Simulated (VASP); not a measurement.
# LaScO3 (Pnma) in VASP: single point with PBE

Aim: the single point of LaScO3 with PBE.

Program: VASP 6.6.1. These are calculated values, not measurements. Logs are shortened: lines on timing, memory, paths and dates and some standing lists are left out, and cuts for length are marked.

## Step 1: The cell of the first run

It takes space group Pnma (No. 62, orthorhombic). Conventional cell: a = 5.791 Å, b = 8.095 Å, c = 5.680 Å, α = 90.00°, β = 90.00°, γ = 90.00°. La (site symmetry m) has 8 O at 2.38 to 2.89 Å within 3.1 Å. Sc (site symmetry -1) has 6 O at 2.10 to 2.12 Å within 2.8 Å. Within 2.8 Å of O (site symmetry 1) lie 2 Sc at 2.10 to 2.12 Å and 2 La at 2.41 to 2.70 Å. Within 2.8 Å of O (site symmetry m) lie 2 Sc at 2.11 Å and 2 La at 2.38 to 2.52 Å.

## Step 2: Single point, PBE

Input file INCAR:

```
PREC     = Accurate       # precision mode
ENCUT    = 600            # plane-wave cutoff, eV
EDIFF    = 1E-6           # SCF threshold, eV
ISMEAR   = -1             # smearing method
SIGMA    = 0.02           # smearing width, eV
LREAL    = F              # projectors in reciprocal space
LASPH    = T              # aspherical terms in the spheres
NELM     = 200            # most SCF steps
ALGO     = Normal         # electronic algorithm
ISIF     = 2              # what is computed and relaxed
LWAVE    = F              # write WAVECAR
LCHARG   = F              # write CHGCAR
GGA      = PE             # functional
NBANDS   = 96             # bands
GGA_COMPAT= F            
LMAXMIX  = 6              # l up to which the mixer works
```

Input file KPOINTS:

```
regular mesh
0
Gamma
  4 3 4
```

Input file POSCAR:

```
LaScO3
1.0
    5.7907000000      0.0000000000      0.0000000000
    0.0000000000      8.0945000000      0.0000000000
    0.0000000000      0.0000000000      5.6803000000
La Sc O
4 4 12
Direct
    0.9553321218      0.2500000000      0.0110464283
    0.0446678782      0.7500000000      0.9889535717
    0.5446678782      0.7500000000      0.5110464283
    0.4553321218      0.2500000000      0.4889535717
    0.5000000000      0.0000000000      0.0000000000
    0.5000000000      0.5000000000      0.0000000000
    0.0000000000      0.0000000000      0.5000000000
    0.0000000000      0.5000000000      0.5000000000
    0.2967001840      0.9468459458      0.7035098320
    0.7032998160      0.4468459458      0.2964901680
    0.2032998160      0.0531540542      0.2035098320
    0.7967001840      0.5531540542      0.7964901680
    0.7032998160      0.0531540542      0.2964901680
    0.2967001840      0.5531540542      0.7035098320
    0.7967001840      0.9468459458      0.7964901680
    0.2032998160      0.4468459458      0.2035098320
    0.5336103026      0.2500000000      0.8997202107
    0.4663896974      0.7500000000      0.1002797893
    0.9663896974      0.7500000000      0.3997202107
    0.0336103026      0.2500000000      0.6002797893
```

Potentials or basis: VASP PAW PBE potentials, release 64 (La, Sc_sv, O).

Command:

```bash
cat potpaw_PBE.64/La/POTCAR potpaw_PBE.64/Sc_sv/POTCAR potpaw_PBE.64/O/POTCAR > POTCAR
mpirun -np 1 vasp_std > vasp.out
```

OUTCAR:

```text
PREC = Accurate
   ENCUT = 600
   EDIFF = 1E-6
   ISMEAR = -1
   LREAL = F
   LASPH = T
   NELM = 200
   ISIF = 2
   GGA = PE

 ion  position               nearest neighbor table
   1  0.955  0.250  0.011-  20 2.38  16 2.41  11 2.41  17 2.52  13 2.70  10 2.70   5 3.32   6 3.32
                             7 3.45   8 3.45   7 3.55   8 3.55
   2  0.045  0.750  0.989-  19 2.38  15 2.41  12 2.41  18 2.52  14 2.70   9 2.70   5 3.32   6 3.32
                             7 3.45   8 3.45   7 3.55   8 3.55
   3  0.545  0.750  0.511-  18 2.38  14 2.41   9 2.41  19 2.52  12 2.70  15 2.70   7 3.32   8 3.32
                             5 3.45   6 3.45   5 3.55   6 3.55
   4  0.455  0.250  0.489-  17 2.38  13 2.41  10 2.41  20 2.52  11 2.70  16 2.70   7 3.32   8 3.32
                             5 3.45   6 3.45   5 3.55   6 3.55
   5  0.500  0.000  0.000-   9 2.10  13 2.10  18 2.11  17 2.11  11 2.12  15 2.12   1 3.32   2 3.32
                             3 3.45   4 3.45   3 3.55   4 3.55
   6  0.500  0.500  0.000-  10 2.10  14 2.10  18 2.11  17 2.11  12 2.12  16 2.12   1 3.32   2 3.32
                             3 3.45   4 3.45   3 3.55   4 3.55
   7  0.000  0.000  0.500-  11 2.10  15 2.10  19 2.11  20 2.11  13 2.12   9 2.12   3 3.32   4 3.32
                             1 3.45   2 3.45   1 3.55   2 3.55
   8  0.000  0.500  0.500-  12 2.10  16 2.10  19 2.11  20 2.11  14 2.12  10 2.12   3 3.32   4 3.32
                             1 3.45   2 3.45   1 3.55   2 3.55
   9  0.297  0.947  0.704-   5 2.10   7 2.12   3 2.41   2 2.70
  10  0.703  0.447  0.296-   6 2.10   8 2.12   4 2.41   1 2.70
  11  0.203  0.053  0.204-   7 2.10   5 2.12   1 2.41   4 2.70
  12  0.797  0.553  0.796-   8 2.10   6 2.12   2 2.41   3 2.70
  13  0.703  0.053  0.296-   5 2.10   7 2.12   4 2.41   1 2.70
  14  0.297  0.553  0.704-   6 2.10   8 2.12   3 2.41   2 2.70
  15  0.797  0.947  0.796-   7 2.10   5 2.12   2 2.41   3 2.70
  16  0.203  0.447  0.204-   8 2.10   6 2.12   1 2.41   4 2.70
  17  0.534  0.250  0.900-   5 2.11   6 2.11   4 2.38   1 2.52
  18  0.466  0.750  0.100-   5 2.11   6 2.11   3 2.38   2 2.52
  19  0.966  0.750  0.400-   7 2.11   8 2.11   2 2.38   3 2.52
  20  0.034  0.250  0.600-   7 2.11   8 2.11   1 2.38   4 2.52

  LATTYP: Found a simple orthorhombic cell.
 ALAT       =     5.6803000000
 B/A-ratio  =     1.0194355932
 C/A-ratio  =     1.4250127634

  Lattice vectors:

 A1 = (   0.0000000000,   0.0000000000,   5.6803000000)
 A2 = (   5.7907000000,   0.0000000000,   0.0000000000)
 A3 = (   0.0000000000,   8.0945000000,   0.0000000000)

Analysis of symmetry for initial positions (statically):
=====================================================================
 Subroutine PRICEL returns:
 Original cell was already a primitive cell.

 Routine SETGRP: Setting up the symmetry group for a
[... 161 lines left out ...]
   PSTRESS=    0.0 pullay stress
   NELECT =     160.0000    total number of electrons
   NUPDOWN=      -1.0000    fix difference up-down
   EMIN   =  10.00;   EMAX   =-10.00  energy-range for DOS
   EFERMI =   0.00;   METHOD = LEGACY
   ISMEAR =    -1;   SIGMA  =   0.02  broadening in eV -4-tet -1-fermi 0-gaus
   EFERMI_NEDOS =   21; number of points for ismear=-14 and -15
   IALGO  =     38    algorithm
   IMIX   =      4    mixing-type and parameters
     AMIX     =   0.40;   BMIX     =  1.00
     AMIX_MAG =   1.60;   BMIX_MAG =  1.00
  volume/ion in A,a.u.               =      13.31        89.84
  Fermi-wavevector in a.u.,A,eV,Ry     =   1.381499  2.610655 25.967271  1.908541
  Thomas-Fermi vector in A             =   2.506278
   LORBIT       =      0    0 simple, 1 ext, 2 COOP (PROOUT), +10 PAW based schemes
   GGA     = PE    functional components
   LHFCALC =     F    Hartree Fock is set to
   AEXX    =    0.0000 exact exchange contribution
   IVDW    =     0    specifies the selected vdW correction
   LEPSILON=     F    determine dielectric tensor
   LRPA    =     F    only Hartree local field effects (RPA)
 non-spin polarized calculation
  energy-cutoff  :      600.00
  volume of cell :      266.25
 maximum number of plane-waves:      8912
 NGX is ok and might be reduce to    48
   NGX = 23   NGY = 33   NGZ = 23

 number of electron     159.9999989 magnetization

 Free energy of the ion-electron system (eV)
  ---------------------------------------------------
  ext. energy  EPLUGINS =         0.00000000
  ---------------------------------------------------
  free energy    TOTEN  =      -174.70774866 eV

  energy without entropy =     -174.70774866  energy(sigma->0) =     -174.70774866

 E-fermi :   5.6601     XC(G=0): -11.0711

 val. band max:        5.0957912032   @ k =   0.0000   0.0000   0.0000
 cond. band min:       9.0334543820   @ k =   0.0000   0.0000   0.0000
 fundamental gap:      3.9376631788
 Fermi energy:         5.6601450650

 k-point     1 :       0.0000    0.0000    0.0000
  band No.  band energies     occupation
      1     -41.7412      2.00000
      2     -41.7385      2.00000
      3     -41.7359      2.00000
      4     -41.7333      2.00000
      5     -24.7674      2.00000
      6     -24.7376      2.00000
[... 1699 lines left out ...]
     91      10.1273      0.00000
     92      10.1306      0.00000
 [bands above 92 left out]

------------------------ aborting loop because EDIFF is reached ----------------------------------------

  FORCE on cell =-STRESS in cart. coord.  units (eV):
  Direction    XX          YY          ZZ          XY          YZ          ZX
  --------------------------------------------------------------------------------------
  -------------------------------------------------------------------------------------
  Total        5.1335132      4.7289790      4.4088371      0.0000000      0.0000000      0.0000000
  in kB       30.8910660     28.4567699     26.5303067      0.0000000      0.0000000      0.0000000
  external PRESSURE =      28.6260475 kB  Pullay stress =       0.0000000 kB

 VOLUME and BASIS-vectors are now :
 -----------------------------------------------------------------------------
  energy-cutoff  :      600.00
  volume of cell :      266.25
      direct lattice vectors                 reciprocal lattice vectors
     5.790700000  0.000000000  0.000000000     0.172690694  0.000000000  0.000000000
     0.000000000  8.094500000  0.000000000     0.000000000  0.123540676  0.000000000
     0.000000000  0.000000000  5.680300000     0.000000000  0.000000000  0.176047040

 POSITION                                       TOTAL-FORCE (eV/Angst)
 -----------------------------------------------------------------------------------
      5.53204      2.02363      0.06275         0.002008      0.000000      0.002099
      0.25866      6.07088      5.61755        -0.002008      0.000000     -0.002099
      3.15401      6.07088      2.90290        -0.002008     -0.000000      0.002099
      2.63669      2.02363      2.77740         0.002008      0.000000     -0.002099
      2.89535      0.00000      0.00000        -0.000000      0.000000      0.000000
      2.89535      4.04725      0.00000        -0.000000      0.000000      0.000000
[... 12 lines left out ...]
      5.59607      6.07088      2.27053        -0.014748     -0.000000     -0.039568
      0.19463      2.02363      3.40977         0.014748      0.000000      0.039568
 -----------------------------------------------------------------------------------
    total drift:                               -0.000000      0.000000     -0.000000

  FREE ENERGIE OF THE ION-ELECTRON SYSTEM (eV)
  ---------------------------------------------------
  free  energy   TOTEN  =      -174.7077486589 eV

  energy  without entropy=     -174.7077486589  energy(sigma->0) =     -174.70774866
```

stdout:

```text
POSCAR found type information on POSCAR LaScO
 POSCAR found :  3 types and      20 ions
 scaLAPACK will be used
 -----------------------------------------------------------------------------
|                                                                             |
|                                                                             |
|     You have a (more or less) 'large supercell' and for larger cells it     |
|     might be more efficient to use real-space projection operators.         |
|     Therefore, try LREAL= Auto in the INCAR file.                           |
|     Mind: For very accurate calculation, you might also keep the            |
|     reciprocal projection scheme (i.e. LREAL=.FALSE.).                      |
|                                                                             |
 -----------------------------------------------------------------------------

 LDA part: xc-table for (Slater+PW92), standard interpolation
 POSCAR, INCAR and KPOINTS ok, starting setup
 FFT: planning ... GRIDC
 FFT: planning ... GRID_SOFT
 FFT: planning ... GRID
 WAVECAR not read
 entering main loop
```

Wall time 16 min (1 thread of Intel Xeon Platinum 8488C (Sapphire Rapids), shared host); peak memory 0.68 GiB.

Results:

```
Free energy            : -174.7077 eV
Pressure               : 2.9 GPa
Largest force          : 0.046 eV/Å
Band gap on the k mesh : 3.94 eV, direct
```

Forces on the atoms (eV/Å):
```
La   0.002  0.000  0.002
La  -0.002  0.000 -0.002
La  -0.002  0.000  0.002
La   0.002  0.000 -0.002
Sc   0.000  0.000  0.000
Sc   0.000  0.000  0.000
Sc   0.000  0.000  0.000
Sc   0.000  0.000  0.000
O    0.016 -0.036 -0.024
O   -0.016 -0.036  0.024
O   -0.016  0.036 -0.024
O    0.016  0.036  0.024
O   -0.016  0.036  0.024
O    0.016  0.036 -0.024
O    0.016 -0.036  0.024
O   -0.016 -0.036 -0.024
O    0.015  0.000 -0.040
O   -0.015  0.000  0.040
O   -0.015  0.000 -0.040
O    0.015  0.000  0.040
```

Stress tensor (GPa, compression positive):
```
3.09 0.00 0.00
0.00 2.85 0.00
0.00 0.00 2.65
```

Caveat: spin-orbit coupling is left out, which moves the levels of the heavy elements. A k mesh can miss the band edges.
